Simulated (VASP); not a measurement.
ZnCd2Te2: relaxation of the atoms with PBE

ZnCd2Te2, a slab with vacuum:

```
Te Cd Zn
1.0
     4.67946    0.00000    0.00000
    -2.33973    4.05253    0.00000
     0.00000    0.00000   20.08073
Te Cd Zn
2 2 1
Direct
  0.00000 0.00000 0.19920
  0.33333 0.66667 0.40371
  0.33333 0.66667 0.24676
  0.66667 0.33333 0.42731
  0.66667 0.77778 0.53295
```

```yaml
Program: VASP 6.6.1
Task: relaxation of the atoms
Functional: PBE
Potentials_or_basis: VASP PAW PBE potentials, release 64 (Te, Cd, Zn)
Cutoff: 520 eV
k_mesh: 6 × 6 × 1
Occupations: gaussian, width 0.05 eV
Spin: no spin polarisation
Dipole_correction: yes
Atoms_held_fixed_from_0: "[0, 1, 2, 3]"
Further_INCAR_settings: ALGO = Normal; EDIFF = 1e-06; IBRION = 2; EDIFFG = -0.025; NSW = 36
Atoms_held_along_some_axes_from_0: atom 4 along a and b
```

| Quantity | Value |
| --- | --- |
| Energy gained by relaxing | 53.1 meV/atom |
| Ionic steps | 7 |
| Band gap on the k mesh | zero (filled and empty bands touch) |

Step by step:
```tsv
step	energy change (eV)	largest force on free atoms (eV/Å)	pressure (GPa)
1	0.0000	0.7634	0.48
2	-0.0269	0.7007	0.44
3	-0.0952	0.5390	0.34
4	-0.1867	0.3045	0.21
5	-0.2588	0.0609	0.08
6	-0.2636	0.0300	0.05
7	-0.2656	0.0049	0.04
```

Final structure:
```cif
data_structure
_symmetry_space_group_name_H-M 'P 1'
_symmetry_Int_Tables_number 1
_cell_length_a 4.6795
_cell_length_b 4.6795
_cell_length_c 20.0807
_cell_angle_alpha 90.000
_cell_angle_beta 90.000
_cell_angle_gamma 120.000
_cell_volume 380.80
loop_
_atom_site_label
_atom_site_type_symbol
_atom_site_fract_x
_atom_site_fract_y
_atom_site_fract_z
_atom_site_occupancy
Te1 Te 0.00000 0.00000 0.19920 1
Te2 Te 0.33333 0.66667 0.40371 1
Cd1 Cd 0.33333 0.66667 0.24676 1
Cd2 Cd 0.66667 0.33333 0.42731 1
Zn1 Zn 0.66667 0.77778 0.58473 1
```

Levels at points of the mesh, in eV from the Fermi level:
| k point | band 21 | band 22 | band 23 | band 24 | band 25 | band 26 | band 27 | band 28 |
| --- | --- | --- | --- | --- | --- | --- | --- | --- |
| (0.00, 0.00, 0.00) | -1.87 | -1.38 | -0.31 | 0.00 | 0.00 | 1.40 | 1.99 | 3.42 |
| (0.50, 0.00, 0.00) | -2.66 | -2.03 | -0.88 | -0.70 | 0.85 | 1.03 | 1.71 | 2.56 |
| (0.00, 0.50, 0.00) | -2.71 | -1.88 | -0.88 | -0.74 | 0.38 | 1.12 | 2.29 | 2.43 |
| (0.50, 0.50, 0.00) | -2.64 | -1.97 | -0.88 | -0.75 | 0.41 | 1.20 | 2.12 | 2.40 |

Run time: 6.3 min on 4 MPI ranks on Intel(R) Xeon(R) Platinum 8259CL CPU @ 2.50GHz (Skylake/Cascade Lake) (shared host), peak memory 0.65 GiB a rank.

Caveat: spin-orbit coupling is left out, which moves the levels of the heavy elements.
